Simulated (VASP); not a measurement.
# P (Cmc2_1) in VASP: single point with PBEsol

Aim: the single point of P with PBEsol.

Program: VASP 6.6.1. These are calculated values, not measurements. Logs are shortened: lines on timing, memory, paths and dates and some standing lists are left out, and cuts for length are marked.

**1. The cell of the first run**

It takes space group Cmc2_1 (No. 36, orthorhombic). Conventional cell: a = 3.317 Å, b = 10.291 Å, c = 4.197 Å, α = 90.00°, β = 90.00°, γ = 90.00°. P (site symmetry m) has 3 P at 2.23 to 2.25 Å within 3.0 Å. P (site symmetry m) has 3 P at 2.23 to 2.25 Å within 3.0 Å.

**2. Single point, PBEsol (mode 4 (92.2 1/cm) frozen in, largest displacement +0.075 Å)**

Contents of INCAR:

```
PREC = Accurate ; ENCUT = 520
EDIFF = 1E-7 ; ISMEAR = 0
SIGMA = 0.15 ; LREAL = False
LASPH = True ; NELM = 100
ALGO = Normal ; ISIF = 2
LWAVE = False ; LCHARG = False
GGA = PS ; NBANDS = 18
```

Contents of KPOINTS:

```
regular mesh
0
Gamma
  16 16 12
```

Contents of POSCAR:

```
P
1.0
    1.6587070759     -5.1453559977      0.0000000000
    1.6587070759      5.1453559977      0.0000000000
    0.0000000000      0.0000000000      4.1971725448
P
4
Direct
    0.0979943857      0.9020056143      0.9271259313
    0.6125706367      0.3874293633      0.5728740687
    0.8874293633      0.1125706367      0.0728740687
    0.4020056143      0.5979943857      0.4271259313
```

Potentials or basis: VASP PAW PBE potentials, release 64 (P).

On the command line:

```
$ cat potpaw_PBE.64/P/POTCAR > POTCAR
$ mpirun -np 1 vasp_std > vasp.out
```

OUTCAR:

```text
PREC = Accurate
   ENCUT = 520
   EDIFF = 1E-7
   ISMEAR = 0
   LREAL = False
   LASPH = True
   NELM = 100
   ISIF = 2
   GGA = PS

 ion  position               nearest neighbor table
   1  0.098  0.902  0.927-   2 2.23   2 2.23   3 2.25
   2  0.613  0.387  0.573-   1 2.23   1 2.23   4 2.25
   3  0.887  0.113  0.073-   4 2.23   4 2.23   1 2.25
   4  0.402  0.598  0.427-   3 2.23   3 2.23   2 2.25

  LATTYP: Found a base centered orthorhombic cell.
 ALAT       =     3.3174141518
 B/A-ratio  =     3.1020281233
 C/A-ratio  =     1.2651940194

  Lattice vectors:

 A1 = (   1.6587070759,  -5.1453559977,   0.0000000000)
 A2 = (   1.6587070759,   5.1453559977,   0.0000000000)
 A3 = (   0.0000000000,   0.0000000000,   4.1971725448)

Analysis of symmetry for initial positions (statically):
=====================================================================
 Subroutine PRICEL returns:
 Original cell was already a primitive cell.

 Routine SETGRP: Setting up the symmetry group for a
 base centered orthorhombic supercell.

 Subroutine GETGRP returns: Found  4 space group operations
 (whereof  2 operations were pure point group operations)
 out of a pool of  8 trial point group operations.

The static configuration has the point symmetry C_1h.
 The point group associated with its full space group is C_2v.

Analysis of symmetry for dynamics (positions and initial velocities):
=====================================================================
 Subroutine PRICEL returns:
 Original cell was already a primitive cell.

 Routine SETGRP: Setting up the symmetry group for a
 base centered orthorhombic supercell.

 Subroutine GETGRP returns: Found  4 space group operations
 (whereof  2 operations were pure point group operations)
 out of a pool of  8 trial point group operations.

The dynamic configuration has the point symmetry C_1h.
 The point group associated with its full space group is C_2v.

 Subroutine INISYM returns: Found  4 space group operations
 (whereof  2 operations are pure point group operations),
 and found     1 'primitive' translations

----------------------------------------------------------------------------------------

                                     Primitive cell

  volume of cell :      71.6427

  direct lattice vectors                    reciprocal lattice vectors
     1.658707076 -5.145355998  0.000000000     0.301439602 -0.097175006  0.000000000
     1.658707076  5.145355998  0.000000000     0.301439602  0.097175006  0.000000000
[... 87 lines left out ...]
   ENCUT  =  520.0 eV  38.22 Ry    6.18 a.u.  10.05 10.05  7.80*2*pi/ulx,y,z
   NELM   =    100;   NELMIN=  2; NELMDL= -5     # of ELM steps
   EDIFF  = 0.1E-06   stopping-criterion for ELM
   LREAL  =      F    real-space projection
   EDIFFG = 0.1E-05   stopping-criterion for IOM
   NSW    =      0    number of steps for IOM
   IBRION =     -1    ionic relax: 0-MD 1-quasi-New 2-CG
   NFREE  =      0    steps in history (QN), initial steepest desc. (CG)
   ISIF   =      2    stress and relaxation
   ISYM   =      2    0-nonsym 1-usesym 2-fastsym
   POTIM  = 0.5000    time-step for ionic-motion
   TEBEG  =    0.0;   TEEND  =   0.0 temperature during run
   PSTRESS=    0.0 pullay stress
   NELECT =      20.0000    total number of electrons
   NUPDOWN=      -1.0000    fix difference up-down
   EMIN   =  10.00;   EMAX   =-10.00  energy-range for DOS
   EFERMI =   0.00;   METHOD = LEGACY
   ISMEAR =     0;   SIGMA  =   0.15  broadening in eV -4-tet -1-fermi 0-gaus
   EFERMI_NEDOS =   21; number of points for ismear=-14 and -15
   IALGO  =     38    algorithm
   IMIX   =      4    mixing-type and parameters
     AMIX     =   0.40;   BMIX     =  1.00
     AMIX_MAG =   1.60;   BMIX_MAG =  1.00
  volume/ion in A,a.u.               =      17.91       120.87
  Fermi-wavevector in a.u.,A,eV,Ry     =   1.069944  2.021900 15.575665  1.144779
  Thomas-Fermi vector in A             =   2.205638
   LORBIT       =      0    0 simple, 1 ext, 2 COOP (PROOUT), +10 PAW based schemes
   GGA     = PS    functional components
   LHFCALC =     F    Hartree Fock is set to
   AEXX    =    0.0000 exact exchange contribution
   IVDW    =     0    specifies the selected vdW correction
   LEPSILON=     F    determine dielectric tensor
   LRPA    =     F    only Hartree local field effects (RPA)
 non-spin polarized calculation
 Gauss-broadening in eV      SIGMA  =   0.15
  energy-cutoff  :      520.00
  volume of cell :       71.64
 maximum number of plane-waves:      1948
   NGX = 21   NGY = 21   NGZ = 15

 number of electron      20.0000000 magnetization

 Free energy of the ion-electron system (eV)
  ---------------------------------------------------
  ext. energy  EPLUGINS =         0.00000000
  ---------------------------------------------------
  free energy    TOTEN  =       -23.03500213 eV

  energy without entropy =      -23.03395439  energy(sigma->0) =      -23.03447826

 E-fermi :   7.0915     XC(G=0): -10.3223

 val. band max:        7.0678193808   @ k =  -0.3750   0.3750   0.0000
 cond. band min:       7.1244788874   @ k =   0.5000   0.1250   0.0000
 fundamental gap:      0.0566595066
 Fermi energy:         7.0915123003

 k-point     1 :       0.0000    0.0000    0.0000
  band No.  band energies     occupation
      1      -8.7785      2.00000
      2      -5.4661      2.00000
      3      -1.9907      2.00000
      4      -0.1289      2.00000
      5       2.0482      2.00000
      6       2.8659      2.00000
[... 481 lines left out ...]
      5       2.0666      2.00000
      6       2.8172      2.00000
[... 10 lines left out ...]
     17      13.7401      0.00000
     18      14.7289      0.00000

 [... further k-points ...]
[... 5 lines left out ...]
  --------------------------------------------------------------------------------------
  -------------------------------------------------------------------------------------
  Total       -0.0515677     -0.0653789     -0.2715194      0.0000000      0.0000000      0.0000000
  in kB       -1.1532317     -1.4620964     -6.0721081      0.0000000      0.0000000      0.0000000
  external PRESSURE =      -2.8958121 kB  Pullay stress =       0.0000000 kB

 VOLUME and BASIS-vectors are now :
 -----------------------------------------------------------------------------
  energy-cutoff  :      520.00
  volume of cell :       71.64
      direct lattice vectors                 reciprocal lattice vectors
     1.658707076 -5.145355998  0.000000000     0.301439602 -0.097175006  0.000000000
     1.658707076  5.145355998  0.000000000     0.301439602  0.097175006  0.000000000
     0.000000000  0.000000000  4.197172545     0.000000000  0.000000000  0.238255633

 POSITION                                       TOTAL-FORCE (eV/Angst)
 -----------------------------------------------------------------------------------
      1.65871      4.13692      3.89131         0.000000     -0.086705     -0.052865
      1.65871     -1.15843      2.40445         0.000000      0.159064      0.052865
      1.65871     -3.98692      0.30587         0.000000     -0.159064      0.052865
      1.65871      1.00843      1.79272         0.000000      0.086705     -0.052865
 -----------------------------------------------------------------------------------
    total drift:                                0.000000      0.000000     -0.000025

  FREE ENERGIE OF THE ION-ELECTRON SYSTEM (eV)
  ---------------------------------------------------
  free  energy   TOTEN  =       -23.0350021349 eV

  energy  without entropy=      -23.0339543916  energy(sigma->0) =      -23.03447826
```

OSZICAR:

```text
N       E                     dE             d eps       ncg     rms          rms(c)
DAV:   1     0.525995340883E+02    0.52600E+02   -0.83652E+03 18396   0.950E+02
DAV:   2    -0.197916794241E+02   -0.72391E+02   -0.69509E+02 24418   0.150E+02
DAV:   3    -0.231769102110E+02   -0.33852E+01   -0.33587E+01 24332   0.320E+01
DAV:   4    -0.232096152497E+02   -0.32705E-01   -0.32678E-01 23716   0.382E+00
DAV:   5    -0.232100731014E+02   -0.45785E-03   -0.45779E-03 23616   0.433E-01    0.100E+01
DAV:   6    -0.230886444205E+02    0.12143E+00   -0.52200E-02 22002   0.125E+00    0.585E+00
DAV:   7    -0.230353292931E+02    0.53315E-01   -0.92761E-02 22050   0.164E+00    0.259E-01
DAV:   8    -0.230350009189E+02    0.32837E-03   -0.10395E-02 20774   0.601E-01    0.171E-01
DAV:   9    -0.230350110354E+02   -0.10117E-04   -0.46079E-04 24046   0.123E-01    0.814E-02
DAV:  10    -0.230349999016E+02    0.11134E-04   -0.59218E-05 22272   0.399E-02    0.339E-02
DAV:  11    -0.230350020268E+02   -0.21252E-05   -0.83581E-06 22770   0.183E-02    0.930E-03
DAV:  12    -0.230350021722E+02   -0.14539E-06   -0.37031E-07 21526   0.362E-03    0.293E-03
DAV:  13    -0.230350021349E+02    0.37263E-07   -0.74630E-08 11432   0.174E-03
   1 F= -.23035002E+02 E0= -.23034478E+02  d E =-.104774E-02
```

It took 9 min on 1 thread of Intel Xeon 6975P-C, shared host; peak memory 0.55 GiB.

Results:

* Free energy: -23.0350 eV
* Pressure: -0.3 GPa
* Largest force: 0.168 eV/Å
* Band gap on the k mesh: 0.06 eV, indirect (least direct gap 0.64 eV)

Forces on the atoms (eV/Å):
```
P    0.000 -0.087 -0.053
P    0.000  0.159  0.053
P    0.000 -0.159  0.053
P    0.000  0.087 -0.053
```

Stress tensor (GPa, compression positive):
```
-0.12  0.00  0.00
 0.00 -0.15  0.00
 0.00  0.00 -0.61
```

Caveat: the cell differs from its parent crystal (mode 4 (92.2 1/cm) frozen in, largest displacement +0.075 Å); the PAW data sets were made with another functional, which shifts forces and pressure a little. A k mesh can miss the band edges.
